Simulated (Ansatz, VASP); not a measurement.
# SnO: VASP beside Ansatz

```
Sn O
1.0
     3.86826    0.00000    0.00000
     0.00000    3.86826    0.00000
     0.60795    0.00000    5.06624
Sn O
2 2
Direct
  0.96891 0.50000 0.22798
  0.53109 0.00000 0.77202
  0.50387 0.50000 0.00056
  0.99613 0.00000 0.99944
```

Change from the starting cell: shear of c along a, cell held, atoms relaxed: +12.0 %.

Alike in both runs: functional PBE; k mesh 10 × 10 × 8; occupations gaussian, width 0.01 eV; no spin polarisation.

Ansatz relaxed the structure, and its values are those at the end. VASP's run is a single point on that final structure, the one shown.

```csv
,VASP,Ansatz
version,VASP 6.6.1,Ansatz 0.2.0
potentials or method,"VASP PAW PBE potentials, release 64 (Sn_d, O), cutoff 520 eV","scalar-relativistic, plane waves, PAW"
valence electrons in the cell,40,40
```

Ansatz gave:

| Property | Result |
| --- | --- |
| gap on the k mesh at the Fermi level (eV) | 0.53 |
| least direct gap on the mesh (eV) | 1.86 |
| pressure (GPa) | 0.7 |
| rms of the force components (eV/Å) | 0.000 |

**Question.** Estimate VASP's values.

**Answer.** gap on the k mesh at the Fermi level (eV): 0.53; least direct gap on the mesh (eV): 1.83; pressure (GPa): 0.9; rms of the force components (eV/Å): 0.032.

Ansatz's warnings: stress scf threshold loose.
